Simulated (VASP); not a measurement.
# MoS2 (P-1) in VASP: a series of runs

Runs on MoS2. Level: LDA. Tasks: single point.

Everything below comes from runs of VASP 6.6.1. Logs are shortened: lines on timing, memory, paths and dates and some standing lists are left out, and cuts for length are marked.

## (1) The cell of the first run

The typed cell holds 3 atoms: a = 3.228 Å, b = 3.213 Å, c = 6.312 Å, α = 90.00°, β = 90.00°, γ = 119.57°.

## (2) Single point, LDA

The input, INCAR:

```
SYSTEM = MoS2
ALGO = Normal
EDIFF = 1E-7
ENCUT = 520
ISIF = 2
ISMEAR = -1
LASPH = .TRUE.
LCHARG = .TRUE.
LELF = .TRUE.
LREAL = .FALSE.
LVHAR = .TRUE.
LWAVE = .FALSE.
NBANDS = 20
NELM = 60
PREC = Accurate
SIGMA = 0.1
```

The input, KPOINTS:

```
k-points
0
G
  12 12 6
  0 0 0
```

The input, POSCAR:

```
MoS2
1.0
    3.2274645600      0.0161373228      0.0000000000
   -1.5997569485      2.7869976386      0.0000000000
    0.0000000000      0.0000000000      6.3124734200
Mo S
1 2
Direct
    0.0000000000      0.0000000000      0.5000000000
    0.3333333333      0.6666666667      0.2553193200
    0.6666666667      0.3333333333      0.7446806800
```

Potentials or basis: VASP PAW LDA potentials, release 64 (Mo_sv, S).

Launch:

```bash
> cat potpaw_LDA.64/Mo_sv/POTCAR potpaw_LDA.64/S/POTCAR > POTCAR
> mpirun -np 1 vasp_std > vasp.out
```

OUTCAR:

```text
SYSTEM = MoS2
   EDIFF = 1E-7
   ENCUT = 520
   ISIF = 2
   ISMEAR = -1
   LASPH = .TRUE.
   LREAL = .FALSE.
   NELM = 60
   PREC = Accurate

 ion  position               nearest neighbor table
   1  0.000  0.000  0.500-   2 2.41   3 2.41   2 2.42   3 2.42   3 2.43   2 2.43
   2  0.333  0.667  0.255-   1 2.41   1 2.42   1 2.43
   3  0.667  0.333  0.745-   1 2.41   1 2.42   1 2.43

  Warning from LATTYP: Monoclinic adjustment (A1->A3, A2->A1, A3->A2)!
  LATTYP: Found a simple monoclinic cell.
 ALAT       =     3.2134993592
 B/A-ratio  =     1.9643611883
 C/A-ratio  =     1.0043583465
 COS(beta)  =    -0.4934813923

  Lattice vectors:

 A1 = (  -1.5997569485,   2.7869976386,   0.0000000000)
 A2 = (   0.0000000000,   0.0000000000,   6.3124734200)
 A3 = (   3.2274645600,   0.0161373228,   0.0000000000)

Analysis of symmetry for initial positions (statically):
=====================================================================
 Subroutine PRICEL returns:
 Original cell was already a primitive cell.

 Routine SETGRP: Setting up the symmetry group for a
 simple monoclinic supercell.

 Subroutine GETGRP returns: Found  2 space group operations
 (whereof  2 operations were pure point group operations)
 out of a pool of  4 trial point group operations.

The static configuration has the point symmetry S_2 .

Analysis of symmetry for dynamics (positions and initial velocities):
=====================================================================
 Subroutine PRICEL returns:
 Original cell was already a primitive cell.

 Routine SETGRP: Setting up the symmetry group for a
 simple monoclinic supercell.

 Subroutine GETGRP returns: Found  2 space group operations
 (whereof  2 operations were pure point group operations)
 out of a pool of  4 trial point group operations.

The dynamic configuration has the point symmetry S_2 .

 Subroutine INISYM returns: Found  2 space group operations
 (whereof  2 operations are pure point group operations),
 and found     1 'primitive' translations

----------------------------------------------------------------------------------------

                                     Primitive cell

  volume of cell :      56.9433

  direct lattice vectors                    reciprocal lattice vectors
     3.227464560  0.016137323  0.000000000     0.308954028  0.177341863  0.000000000
    -1.599756949  2.786997639  0.000000000    -0.001788911  0.357782211  0.000000000
     0.000000000  0.000000000  6.312473420     0.000000000  0.000000000  0.158416509

  length of vectors
     3.227504903  3.213499359  6.312473420     0.356234092  0.357786683  0.158416509

  position of ions in fractional coordinates (direct lattice)
     0.000000000  0.000000000  0.500000000
     0.333333333  0.666666667  0.255319320
     0.666666667  0.333333333  0.744680680

  ion indices of the primitive-cell ions
   primitive index   ion index
                 1           1
                 2           2
                 3           3

----------------------------------------------------------------------------------------

 KPOINTS: k-points

Automatic generation of k-mesh.
 Grid dimensions read from file:
 generate k-points for:   12   12    6

 Generating k-lattice:

  Cartesian coordinates                     Fractional coordinates (reciprocal lattice)
     0.025746169  0.014778489  0.000000000     0.083333333  0.000000000  0.000000000
    -0.000149076  0.029815184  0.000000000     0.000000000  0.083333333  0.000000000
     0.000000000  0.000000000  0.026402751     0.000000000  0.000000000  0.166666667

  Length of vectors
     0.029686174  0.029815557  0.026402751

  Shift w.r.t. Gamma in fractional coordinates (k-lattice)
     0.000000000  0.000000000  0.000000000

 Subroutine IBZKPT returns following result:
 ===========================================

 Found    436 irreducible k-points:

 Following reciprocal coordinates:
            Coordinates               Weight
  0.000000  0.000000  0.000000      1.000000
  0.083333  0.000000  0.000000      2.000000
  0.166667  0.000000  0.000000      2.000000
  0.250000  0.000000  0.000000      2.000000
  0.333333  0.000000  0.000000      2.000000
  0.416667  0.000000  0.000000      2.000000
[... 16 lines left out ...]
  0.250000  0.166667  0.000000      2.000000
  0.333333  0.166667  0.000000      2.000000
 [... further k-points ...]
   k-points           NKPTS =    436   k-points in BZ     NKDIM =    436   number of bands    NBANDS=     20
   number of dos      NEDOS =    301   number of ions     NIONS =      3
   total plane-waves  NPLWV =  27648
   dimension x,y,z NGX =    24 NGY =   24 NGZ =   48
   dimension x,y,z NGXF=    48 NGYF=   48 NGZF=   96
   ions per type =               1   2
   NGX,Y,Z   is equivalent  to a cutoff of  12.36, 12.42, 12.64 a.u.
   NGXF,Y,Z  is equivalent  to a cutoff of  24.72, 24.83, 25.28 a.u.
 SYSTEM =  MoS2
   PREC   = accura    normal or accurate (medium, high low for compatibility)
   ISTART =      0    job   : 0-new  1-cont  2-samecut
   ICHARG =      2    charge: 1-file 2-atom 10-const
   ISPIN  =      1    spin polarized calculation?
   LNONCOLLINEAR =      F non collinear calculations
   LSORBIT =      F    spin-orbit coupling
   LASPH  =      T    aspherical Exc in radial PAW
   ENCUT  =  520.0 eV  38.22 Ry    6.18 a.u.   6.00  5.97 11.74*2*pi/ulx,y,z
   NELM   =     60;   NELMIN=  2; NELMDL= -5     # of ELM steps
   EDIFF  = 0.1E-06   stopping-criterion for ELM
   LREAL  =      F    real-space projection
   EDIFFG = 0.1E-05   stopping-criterion for IOM
   NSW    =      0    number of steps for IOM
   IBRION =     -1    ionic relax: 0-MD 1-quasi-New 2-CG
   NFREE  =      0    steps in history (QN), initial steepest desc. (CG)
   ISIF   =      2    stress and relaxation
   ISYM   =      2    0-nonsym 1-usesym 2-fastsym
   POTIM  = 0.5000    time-step for ionic-motion
   TEBEG  =    0.0;   TEEND  =   0.0 temperature during run
   PSTRESS=    0.0 pullay stress
   NELECT =      26.0000    total number of electrons
   NUPDOWN=      -1.0000    fix difference up-down
   EMIN   =  10.00;   EMAX   =-10.00  energy-range for DOS
   EFERMI =   0.00;   METHOD = LEGACY
   ISMEAR =    -1;   SIGMA  =   0.10  broadening in eV -4-tet -1-fermi 0-gaus
   EFERMI_NEDOS =   21; number of points for ismear=-14 and -15
   IALGO  =     38    algorithm
   IMIX   =      4    mixing-type and parameters
     AMIX     =   0.40;   BMIX     =  1.00
     AMIX_MAG =   1.60;   BMIX_MAG =  1.00
  volume/ion in A,a.u.               =      18.98       128.09
  Fermi-wavevector in a.u.,A,eV,Ry     =   1.260623  2.382232 21.621971  1.589170
  Thomas-Fermi vector in A             =   2.394123
   LORBIT       =      0    0 simple, 1 ext, 2 COOP (PROOUT), +10 PAW based schemes
   GGA     = CA    functional components
   LHFCALC =     F    Hartree Fock is set to
   AEXX    =    0.0000 exact exchange contribution
   IVDW    =     0    specifies the selected vdW correction
   LEPSILON=     F    determine dielectric tensor
   LRPA    =     F    only Hartree local field effects (RPA)
 non-spin polarized calculation
  energy-cutoff  :      520.00
  volume of cell :       56.94
 maximum number of plane-waves:      1559
   NGX = 13   NGY = 11   NGZ = 23

 number of electron      26.0000000 magnetization

 Free energy of the ion-electron system (eV)
  ---------------------------------------------------
  ext. energy  EPLUGINS =         0.00000000
  ---------------------------------------------------
  free energy    TOTEN  =       -23.56216603 eV

  energy without entropy =      -23.51676026  energy(sigma->0) =      -23.53946315

 E-fermi :   6.7442     XC(G=0): -10.7684

 val. band max:        6.7407515468   @ k =   0.2500   0.2500   0.5000
 cond. band min:       6.7495555153   @ k =  -0.1667   0.3333   0.5000
 fundamental gap:      0.0088039686
 Fermi energy:         6.7442119463

 k-point     1 :       0.0000    0.0000    0.0000
  band No.  band energies     occupation
      1     -54.6674      2.00000
      2     -28.8995      2.00000
      3     -28.8631      2.00000
      4     -28.8522      2.00000
      5      -7.9983      2.00000
      6      -6.5301      2.00000
[... 12 lines left out ...]
     19      12.7695      0.00000
     20      16.2125      0.00000

 k-point     2 :       0.0833    0.0000    0.0000
  band No.  band energies     occupation
      1     -54.6653      2.00000
      2     -28.8961      2.00000
      3     -28.8840      2.00000
      4     -28.8576      2.00000
      5      -7.8939      2.00000
      6      -6.5087      2.00000
[... 12 lines left out ...]
     19      13.3200      0.00000
     20      15.8977      0.00000

 k-point     3 :       0.1667    0.0000    0.0000
  band No.  band energies     occupation
      1     -54.6596      2.00000
      2     -28.9460      2.00000
      3     -28.8829      2.00000
      4     -28.8712      2.00000
      5      -7.5961      2.00000
      6      -6.4482      2.00000
[... 12 lines left out ...]
     19      14.2491      0.00000
     20      15.6481      0.00000

 k-point     4 :       0.2500    0.0000    0.0000
  band No.  band energies     occupation
      1     -54.6517      2.00000
      2     -29.0276      2.00000
      3     -28.8902      2.00000
      4     -28.8663      2.00000
      5      -7.1572      2.00000
      6      -6.3535      2.00000
[... 12 lines left out ...]
     19      14.2911      0.00000
     20      14.8527      0.00000

 k-point     5 :       0.3333    0.0000    0.0000
  band No.  band energies     occupation
      1     -54.6438      2.00000
      2     -29.1083      2.00000
      3     -28.9086      2.00000
      4     -28.8502      2.00000
      5      -6.7045      2.00000
      6      -6.1971      2.00000
[... 12 lines left out ...]
     19      13.7508      0.00000
     20      14.4681      0.00000

 k-point     6 :       0.4167    0.0000    0.0000
  band No.  band energies     occupation
      1     -54.6380      2.00000
      2     -29.1668      2.00000
      3     -28.9220      2.00000
      4     -28.8382      2.00000
      5      -6.4635      2.00000
      6      -5.9140      2.00000
[... 12 lines left out ...]
     19      13.4135      0.00000
     20      14.6356      0.00000

 k-point     7 :       0.5000    0.0000    0.0000
  band No.  band energies     occupation
      1     -54.6359      2.00000
      2     -29.1880      2.00000
      3     -28.9269      2.00000
      4     -28.8338      2.00000
      5      -6.4102      2.00000
      6      -5.7492      2.00000
[... 12 lines left out ...]
     19      13.5482      0.00000
     20      15.0512      0.00000
[... 277 lines left out ...]
 k-point    20 :       0.0000    0.1667    0.0000
  band No.  band energies     occupation
      1     -54.6593      2.00000
      2     -28.9422      2.00000
      3     -28.8845      2.00000
      4     -28.8753      2.00000
      5      -7.5908      2.00000
      6      -6.4462      2.00000
[... 12 lines left out ...]
     19      14.2387      0.00000
     20      15.6803      0.00000

 k-point    21 :       0.0833    0.1667    0.0000
  band No.  band energies     occupation
      1     -54.6544      2.00000
      2     -28.9904      2.00000
      3     -28.8935      2.00000
      4     -28.8709      2.00000
      5      -7.3176      2.00000
      6      -6.3909      2.00000
[... 12 lines left out ...]
     19      14.8760      0.00000
     20      15.4339      0.00000

 k-point    22 :       0.1667    0.1667    0.0000
  band No.  band energies     occupation
      1     -54.6476      2.00000
      2     -29.0489      2.00000
      3     -28.9205      2.00000
      4     -28.8577      2.00000
      5      -6.9097      2.00000
      6      -6.3075      2.00000
[... 12 lines left out ...]
     19      14.8680      0.00000
     20      15.7268      0.00000

 k-point    23 :       0.2500    0.1667    0.0000
  band No.  band energies     occupation
      1     -54.6408      2.00000
      2     -29.1045      2.00000
      3     -28.9510      2.00000
      4     -28.8439      2.00000
      5      -6.4734      2.00000
      6      -6.1867      2.00000
[... 12 lines left out ...]
     19      14.5307      0.00000
     20      15.1840      0.00000

 k-point    24 :       0.3333    0.1667    0.0000
  band No.  band energies     occupation
      1     -54.6357      2.00000
      2     -29.1446      2.00000
      3     -28.9740      2.00000
      4     -28.8336      2.00000
      5      -6.2571      2.00000
      6      -5.9316      2.00000
[... 12 lines left out ...]
     19      14.0668      0.00000
     20      15.1567      0.00000

 [... further k-points ...]

------------------------ aborting loop because EDIFF is reached ----------------------------------------

  FORCE on cell =-STRESS in cart. coord.  units (eV):
  Direction    XX          YY          ZZ          XY          YZ          ZX
  --------------------------------------------------------------------------------------
  -------------------------------------------------------------------------------------
  Total       -2.4029140     -2.4037119     -1.2782546     -0.3223820      0.0009543     -0.1477601
  in kB      -67.6093116    -67.6317605    -35.9654613     -9.0706623      0.0268518     -4.1574337
  external PRESSURE =     -57.0688445 kB  Pullay stress =       0.0000000 kB

 VOLUME and BASIS-vectors are now :
 -----------------------------------------------------------------------------
  energy-cutoff  :      520.00
  volume of cell :       56.94
      direct lattice vectors                 reciprocal lattice vectors
     3.227464560  0.016137323  0.000000000     0.308954028  0.177341863  0.000000000
    -1.599756949  2.786997639  0.000000000    -0.001788911  0.357782211  0.000000000
     0.000000000  0.000000000  6.312473420     0.000000000  0.000000000  0.158416509

 POSITION                                       TOTAL-FORCE (eV/Angst)
 -----------------------------------------------------------------------------------
      0.00000      0.00000      3.15624         0.000000      0.000000      0.000000
      0.00932      1.86338      1.61170         0.046086     -0.000317      0.135274
      1.61839      0.93976      4.70078        -0.046086      0.000317     -0.135274
 -----------------------------------------------------------------------------------
    total drift:                                0.000000     -0.000000      0.000000

  FREE ENERGIE OF THE ION-ELECTRON SYSTEM (eV)
  ---------------------------------------------------
  free  energy   TOTEN  =       -23.5621660332 eV

  energy  without entropy=      -23.5167602618  energy(sigma->0) =      -23.53946315
```

Run time: 6.1 min. Hardware: 1 thread of Intel Xeon Platinum 8259CL at 2.50GHz (Skylake/Cascade Lake), shared host; peak memory 0.5 GiB.

What came out:

```
Free energy            : -23.5622 eV
Pressure               : -5.7 GPa
Largest force          : 0.143 eV/Å
Band gap on the k mesh : zero (band 13 reaches 7.36 eV, above the bottom of band 14 at 6.42 eV)
```

Forces in eV/Å, atoms in the order of the input:
```
Mo   0.000  0.000  0.000
S    0.046  0.000  0.135
S   -0.046  0.000 -0.135
```

Levels at points of the mesh, in eV from the Fermi level:
```tsv
k point	band 11	band 12	band 13	band 14	band 15	band 16
(0.00, 0.00, 0.00)	-1.10	-0.98	-0.91	-0.31	-0.24	3.19
(0.50, 0.00, 0.00)	-3.18	-1.71	-1.67	0.93	1.69	3.67
(0.00, 0.50, 0.00)	-3.16	-1.73	-1.71	0.94	1.71	3.64
(0.50, 0.50, 0.00)	-3.13	-1.79	-1.71	0.95	1.72	3.63
(0.00, 0.00, 0.50)	-0.99	-0.92	-0.38	-0.31	-0.05	3.35
(0.50, 0.00, 0.50)	-2.36	-2.12	-1.51	0.93	1.71	3.34
(0.00, 0.50, 0.50)	-2.34	-2.10	-1.57	0.93	1.72	3.32
(0.50, 0.50, 0.50)	-2.33	-2.09	-1.63	0.95	1.73	3.29
```

## (3) Single point, LDA

The input, INCAR:

```
PREC = Accurate ; ENCUT = 520
EDIFF = 1E-7 ; ISMEAR = -1
SIGMA = 0.1 ; LREAL = F
LASPH = T ; NELM = 60
ALGO = Normal ; ISIF = 2
LWAVE = F ; LCHARG = F
GGA = CA ; NBANDS = 20
```

The input, KPOINTS:

```
regular mesh
0
Gamma
  12 12 6
```

The input, POSCAR:

```
MoS2
1.0
    3.2274645600      0.0322746456      0.0000000000
   -1.5857816170      2.7789289772      0.0000000000
    0.0000000000      0.0000000000      6.3124734200
Mo S
1 2
Direct
    0.0000000000      0.0000000000      0.5000000000
    0.3333333333      0.6666666667      0.2553193200
    0.6666666667      0.3333333333      0.7446806800
```

Potentials or basis: VASP PAW LDA potentials, release 64 (Mo_sv, S).

Launch:

```bash
> cat potpaw_LDA.64/Mo_sv/POTCAR potpaw_LDA.64/S/POTCAR > POTCAR
> mpirun -np 1 vasp_std > vasp.out
```

Wall time 5.6 min (1 thread of Intel Xeon Platinum 8259CL at 2.50GHz (Skylake/Cascade Lake), shared host); peak memory 0.5 GiB.

It converged, with:

```yaml
Free_energy: -23.5575 eV
Pressure: -5.7 GPa
Largest_force: 0.162 eV/Å
Band_gap_on_the_k_mesh: zero (band 13 reaches 7.35 eV, above the bottom of band 14 at 6.38 eV)
```

Forces in eV/Å, atoms in the order of the input:
```
Mo   0.000  0.000  0.000
S    0.092 -0.001  0.133
S   -0.092  0.001 -0.133
```

Stress tensor (GPa, compression positive):
```
-6.71 -1.81 -0.83
-1.81 -6.72  0.01
-0.83  0.01 -3.58
```

Levels at points of the mesh, in eV from the Fermi level:
```
           k point  band 9  band 10  band 11  band 12  band 13  band 14  band 15  band 16  band 17  band 18
(0.00, 0.00, 0.00)   -3.94    -1.79    -1.11    -1.01    -0.87    -0.34    -0.21     3.15     3.27     6.01
(0.50, 0.00, 0.00)   -4.74    -3.98    -3.21    -1.71    -1.60     0.91     1.68     3.66     3.73     5.65
(0.00, 0.50, 0.00)   -4.73    -4.07    -3.15    -1.73    -1.71     0.92     1.72     3.61     3.79     5.56
(0.50, 0.50, 0.00)   -4.72    -4.17    -3.10    -1.85    -1.70     0.96     1.73     3.61     3.81     5.47
(0.00, 0.00, 0.50)   -3.93    -3.61    -1.03    -0.88    -0.41    -0.28    -0.05     3.32     3.43     6.00
(0.50, 0.00, 0.50)   -4.73    -4.03    -2.37    -2.13    -1.45     0.91     1.70     3.37     4.48     4.73
(0.00, 0.50, 0.50)   -4.73    -4.13    -2.34    -2.10    -1.57     0.92     1.74     3.31     4.47     4.80
(0.50, 0.50, 0.50)   -4.72    -4.22    -2.31    -2.08    -1.69     0.96     1.74     3.27     4.45     4.86
```
